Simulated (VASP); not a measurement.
# WC (P-6m2) in VASP: a series of runs, part 2 of 2

VASP 6.6.1. Earlier steps stand in the parts before.

## (5) Single point, PBE

Input file INCAR:

```
SYSTEM = WC
PREC     = Accurate       ! precision mode
ENCUT    = 600            ! plane-wave cutoff, eV
EDIFF    = 1E-6           ! SCF threshold, eV
ISMEAR   = 0              ! smearing method
SIGMA    = 0.1            ! smearing width, eV
LREAL    = .FALSE.        ! projectors in reciprocal space
LASPH    = .TRUE.         ! aspherical terms in the spheres
NELM     = 120            ! most SCF steps
ALGO     = Normal         ! electronic algorithm
ISIF     = 2              ! what is computed and relaxed
LWAVE    = .FALSE.        ! write WAVECAR
LCHARG   = .FALSE.        ! write CHGCAR
GGA      = PE             ! functional
NBANDS   = 16             ! bands
GGA_COMPAT= .FALSE.
```

Input file KPOINTS:

```
regular mesh
0
G
  6 6 6
  0 0 0
```

Input file POSCAR:

```
WC
1.0
    2.9258943088      0.0000000029      0.0000000000
   -1.4629471569      2.5338987988      0.0000000000
    0.0000000000      0.0000000000      2.8405039343
W C
1 1
Direct
    0.0000000000      0.0000000000      0.0000000000
    0.6666666667      0.3333333333      0.5000000000
```

Potentials or basis: VASP PAW PBE potentials, release 64 (W_sv, C).

Command:

```console
> cat potpaw_PBE.64/W_sv/POTCAR potpaw_PBE.64/C/POTCAR > POTCAR
> mpirun -np 1 vasp_std > vasp.out
```

OUTCAR:

```text
SYSTEM = WC
   PREC = Accurate
   ENCUT = 600
   EDIFF = 1E-6
   ISMEAR = 0
   LREAL = .FALSE.
   LASPH = .TRUE.
   NELM = 120
   ISIF = 2
   GGA = PE

 ion  position               nearest neighbor table
   1  0.000  0.000  0.000-   2 2.21   2 2.21   2 2.21   2 2.21   2 2.21   2 2.21
   2  0.667  0.333  0.500-   1 2.21   1 2.21   1 2.21   1 2.21   1 2.21   1 2.21

  LATTYP: Found a hexagonal cell.
 ALAT       =     2.9258943088
 C/A-ratio  =     0.9708156326

  Lattice vectors:

 A1 = (   2.9258943088,   0.0000000029,   0.0000000000)
 A2 = (  -1.4629471569,   2.5338987988,   0.0000000000)
 A3 = (   0.0000000000,   0.0000000000,   2.8405039343)

Analysis of symmetry for initial positions (statically):
=====================================================================
 Subroutine PRICEL returns:
 Original cell was already a primitive cell.

 Routine SETGRP: Setting up the symmetry group for a
 hexagonal supercell.

 Subroutine GETGRP returns: Found 12 space group operations
 (whereof 12 operations were pure point group operations)
 out of a pool of 24 trial point group operations.

The static configuration has the point symmetry D_3h.

Analysis of symmetry for dynamics (positions and initial velocities):
=====================================================================
 Subroutine PRICEL returns:
 Original cell was already a primitive cell.

 Routine SETGRP: Setting up the symmetry group for a
 hexagonal supercell.

 Subroutine GETGRP returns: Found 12 space group operations
 (whereof 12 operations were pure point group operations)
 out of a pool of 24 trial point group operations.

The dynamic configuration has the point symmetry D_3h.

 Subroutine INISYM returns: Found 12 space group operations
 (whereof 12 operations are pure point group operations),
 and found     1 'primitive' translations

----------------------------------------------------------------------------------------

                                     Primitive cell

  volume of cell :      21.0593

  direct lattice vectors                    reciprocal lattice vectors
     2.925894309  0.000000003  0.000000000     0.341775845  0.197324376  0.000000000
    -1.462947157  2.533898799  0.000000000    -0.000000000  0.394648752  0.000000000
     0.000000000  0.000000000  2.840503934     0.000000000  0.000000000  0.352050208

  length of vectors
     2.925894309  2.925894309  2.840503934     0.394648752  0.394648752  0.352050208

  position of ions in fractional coordinates (direct lattice)
     0.000000000  0.000000000  0.000000000
     0.666666667  0.333333333  0.500000000

  ion indices of the primitive-cell ions
   primitive index   ion index
                 1           1
                 2           2

----------------------------------------------------------------------------------------

 KPOINTS: regular mesh

Automatic generation of k-mesh.
 Grid dimensions read from file:
 generate k-points for:    6    6    6

 Generating k-lattice:

  Cartesian coordinates                     Fractional coordinates (reciprocal lattice)
     0.056962641  0.032887396  0.000000000     0.166666667 -0.000000000  0.000000000
    -0.000000000  0.065774792  0.000000000     0.000000000  0.166666667  0.000000000
     0.000000000  0.000000000  0.058675035     0.000000000  0.000000000  0.166666667

  Length of vectors
     0.065774792  0.065774792  0.058675035

  Shift w.r.t. Gamma in fractional coordinates (k-lattice)
     0.000000000  0.000000000  0.000000000

 Subroutine IBZKPT returns following result:
 ===========================================

 Found     28 irreducible k-points:

 Following reciprocal coordinates:
            Coordinates               Weight
  0.000000  0.000000  0.000000      1.000000
  0.166667  0.000000  0.000000      6.000000
  0.333333  0.000000  0.000000      6.000000
  0.500000 -0.000000  0.000000      3.000000
  0.166667  0.166667  0.000000      6.000000
  0.333333  0.166667  0.000000     12.000000
[... 16 lines left out ...]
  0.166667  0.000000  0.500000      6.000000
  0.333333  0.000000  0.500000      6.000000
 [... further k-points ...]
   k-points           NKPTS =     28   k-points in BZ     NKDIM =     28   number of bands    NBANDS=     16
   number of dos      NEDOS =    301   number of ions     NIONS =      2
   total plane-waves  NPLWV =  13824
   dimension x,y,z NGX =    24 NGY =   24 NGZ =   24
   dimension x,y,z NGXF=    48 NGYF=   48 NGZF=   48
   ions per type =               1   1
   NGX,Y,Z   is equivalent  to a cutoff of  13.64, 13.64, 14.05 a.u.
   NGXF,Y,Z  is equivalent  to a cutoff of  27.27, 27.27, 28.09 a.u.
 SYSTEM =  WC
   PREC   = accura    normal or accurate (medium, high low for compatibility)
   ISTART =      0    job   : 0-new  1-cont  2-samecut
   ICHARG =      2    charge: 1-file 2-atom 10-const
   ISPIN  =      1    spin polarized calculation?
   LNONCOLLINEAR =      F non collinear calculations
   LSORBIT =      F    spin-orbit coupling
   LASPH  =      T    aspherical Exc in radial PAW
   ENCUT  =  600.0 eV  44.10 Ry    6.64 a.u.   5.84  5.84  5.67*2*pi/ulx,y,z
   NELM   =    120;   NELMIN=  2; NELMDL= -5     # of ELM steps
   EDIFF  = 0.1E-05   stopping-criterion for ELM
   LREAL  =      F    real-space projection
   EDIFFG = 0.1E-04   stopping-criterion for IOM
   NSW    =      0    number of steps for IOM
   IBRION =     -1    ionic relax: 0-MD 1-quasi-New 2-CG
   NFREE  =      0    steps in history (QN), initial steepest desc. (CG)
   ISIF   =      2    stress and relaxation
   ISYM   =      2    0-nonsym 1-usesym 2-fastsym
   POTIM  = 0.5000    time-step for ionic-motion
   TEBEG  =    0.0;   TEEND  =   0.0 temperature during run
   PSTRESS=    0.0 pullay stress
   NELECT =      18.0000    total number of electrons
   NUPDOWN=      -1.0000    fix difference up-down
   EMIN   =  10.00;   EMAX   =-10.00  energy-range for DOS
   EFERMI =   0.00;   METHOD = LEGACY
   ISMEAR =     0;   SIGMA  =   0.10  broadening in eV -4-tet -1-fermi 0-gaus
   EFERMI_NEDOS =   21; number of points for ismear=-14 and -15
   IALGO  =     38    algorithm
   IMIX   =      4    mixing-type and parameters
     AMIX     =   0.40;   BMIX     =  1.00
     AMIX_MAG =   1.60;   BMIX_MAG =  1.00
  volume/ion in A,a.u.               =      10.53        71.06
  Fermi-wavevector in a.u.,A,eV,Ry     =   1.553643  2.935960 32.841832  2.413807
  Thomas-Fermi vector in A             =   2.657844
   LORBIT       =      0    0 simple, 1 ext, 2 COOP (PROOUT), +10 PAW based schemes
   GGA     = PE    functional components
   LHFCALC =     F    Hartree Fock is set to
   AEXX    =    0.0000 exact exchange contribution
   IVDW    =     0    specifies the selected vdW correction
   LEPSILON=     F    determine dielectric tensor
   LRPA    =     F    only Hartree local field effects (RPA)
 non-spin polarized calculation
 Gauss-broadening in eV      SIGMA  =   0.10
  energy-cutoff  :      600.00
  volume of cell :       21.06
 maximum number of plane-waves:       720
 NGX is ok and might be reduce to    24
   NGX = 11   NGY = 11   NGZ = 11

 number of electron      18.0000001 magnetization

 Free energy of the ion-electron system (eV)
  ---------------------------------------------------
  ext. energy  EPLUGINS =         0.00000000
  ---------------------------------------------------
  free energy    TOTEN  =       -22.44708739 eV

  energy without entropy =      -22.44342880  energy(sigma->0) =      -22.44525810

 E-fermi :  11.1189     XC(G=0): -13.7170

 val. band max:       11.0088739579   @ k =   0.0000   0.0000   0.0000
 cond. band min:      11.1366548020   @ k =   0.5000  -0.0000   0.5000
 fundamental gap:      0.1277808442
 Fermi energy:        11.1189215459

 k-point     1 :       0.0000    0.0000    0.0000
  band No.  band energies     occupation
      1     -63.1690      2.00000
      2     -27.1402      2.00000
      3     -27.0582      2.00000
      4     -27.0582      2.00000
      5      -3.4679      2.00000
      6       6.6442      2.00000
[... 8 lines left out ...]
     15      25.1029      0.00000
     16      27.4359      0.00000
[... 419 lines left out ...]
 k-point    24 :       0.3333    0.0000    0.5000
  band No.  band energies     occupation
      1     -63.0903      2.00000
      2     -27.7454      2.00000
      3     -27.5350      2.00000
      4     -27.1178      2.00000
      5      -0.1326      2.00000
      6       4.3682      2.00000
[... 8 lines left out ...]
     15      24.5433      0.00000
     16      27.7798      0.00000

 [... further k-points ...]

------------------------ aborting loop because EDIFF is reached ----------------------------------------

  FORCE on cell =-STRESS in cart. coord.  units (eV):
  Direction    XX          YY          ZZ          XY          YZ          ZX
  --------------------------------------------------------------------------------------
  -------------------------------------------------------------------------------------
  Total        0.1028968      0.1028968      0.1989950      0.0000000      0.0000000      0.0000000
  in kB        7.8283314      7.8283314     15.1394282      0.0000000      0.0000000      0.0000000
  external PRESSURE =      10.2653637 kB  Pullay stress =       0.0000000 kB

 VOLUME and BASIS-vectors are now :
 -----------------------------------------------------------------------------
  energy-cutoff  :      600.00
  volume of cell :       21.06
      direct lattice vectors                 reciprocal lattice vectors
     2.925894309  0.000000003  0.000000000     0.341775845  0.197324376  0.000000000
    -1.462947157  2.533898799  0.000000000    -0.000000000  0.394648752  0.000000000
     0.000000000  0.000000000  2.840503934     0.000000000  0.000000000  0.352050208

 POSITION                                       TOTAL-FORCE (eV/Angst)
 -----------------------------------------------------------------------------------
      0.00000      0.00000      0.00000         0.000000     -0.000000      0.000000
      1.46295      0.84463      1.42025        -0.000000      0.000000      0.000000
 -----------------------------------------------------------------------------------
    total drift:                                0.000000     -0.000000      0.000000

  FREE ENERGIE OF THE ION-ELECTRON SYSTEM (eV)
  ---------------------------------------------------
  free  energy   TOTEN  =       -22.4470873917 eV

  energy  without entropy=      -22.4434288016  energy(sigma->0) =      -22.44525810
```

Wall time 5.1 s (1 thread of Intel Xeon Platinum 8488C (Sapphire Rapids), shared host); peak memory 0.12 GiB.

Results:

* Free energy: -22.4471 eV
* Pressure: 1.0 GPa
* Band gap on the k mesh: zero (bands 9 and 10 overlap by 1.23 eV)

Stress tensor (GPa, compression positive):
```
0.78 0.00 0.00
0.00 0.78 0.00
0.00 0.00 1.51
```

Caveat: the k points lie up to 0.41 Å⁻¹ apart, too coarse for converged energies and pressures of a metal; spin-orbit coupling is left out, which moves the levels of the heavy elements.

## (6) Summary

| cell | gap on the mesh (eV) | pressure (GPa) |
| --- | --- | --- |
| a = 2.921, b = 2.921, c = 2.845 Å, angles 90.0, 90.0, 120.0°, 2 atoms | none | 1.6 |
| a = 2.926, b = 2.926, c = 2.842 Å, angles 90.0, 90.0, 120.0°, 2 atoms | none | 0.8 |
| a = 2.907, b = 2.907, c = 2.837 Å, angles 90.0, 90.0, 120.0°, 2 atoms | none | 6.6 |
| a = 2.926, b = 2.926, c = 2.841 Å, angles 90.0, 90.0, 120.0°, 2 atoms | none | 1.0 |

Alike in all rows: task single point; level PBE; potentials or basis VASP PAW PBE potentials, release 64 (W_sv, C); no spin polarisation; k mesh 6 × 6 × 6; cutoff (eV) 600; smearing gaussian 0.1 eV.

Caveats: all runs use coarse meshes; spin-orbit coupling is left out, which moves the levels of the heavy elements.

Absolute energies hang on the potentials; compare differences alone.

The gap in the log of VASP goes by the Fermi energy; the results here count the filled bands.